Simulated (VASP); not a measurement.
## BAs (zincblende type): single point with PBE

The system is BAs (zincblende type).

```
B As
1.0
     0.00000    1.97019    1.97019
     1.97019    0.00000    1.97019
     1.97019    1.97019    0.00000
B As
1 1
Direct
  0.00000 0.00000 0.00000
  0.25000 0.25000 0.25000
```

This cell differs from its parent crystal: volume scaled by 0.55.

| Quantity | Value |
| --- | --- |
| Program | VASP 6.6.1 |
| Task | single point |
| Functional | PBE |
| Potentials or basis | VASP PAW PBE potentials, release 64 (B, As) |
| Cutoff | 520 eV |
| k mesh | 14 × 14 × 14 |
| Occupations | fermi-dirac, width 0.08 eV |
| Spin | no spin polarisation |

- Pressure: 262.6 GPa
- Band gap on the k mesh: 0.49 eV, indirect (least direct gap 4.45 eV)

Levels at points of the mesh, in eV from the valence-band top:
| k point | band 1 | band 2 | band 3 | band 4 | band 5 | band 6 | band 7 | band 8 |
| --- | --- | --- | --- | --- | --- | --- | --- | --- |
| (0.00, 0.00, 0.00) | -22.09 | 0.00 | 0.00 | 0.00 | 4.55 | 4.55 | 4.55 | 11.13 |
| (0.50, 0.00, 0.00) | -16.52 | -14.27 | -2.90 | -2.90 | 5.37 | 5.37 | 7.08 | 9.32 |
| (0.50, 0.50, 0.00) | -14.33 | -12.56 | -7.04 | -7.04 | 0.49 | 0.94 | 17.72 | 17.72 |

Run time: 46 s on 1 thread of AMD EPYC 7R13 (shared host), peak memory 0.12 GiB.

 A k mesh can miss the band edges.
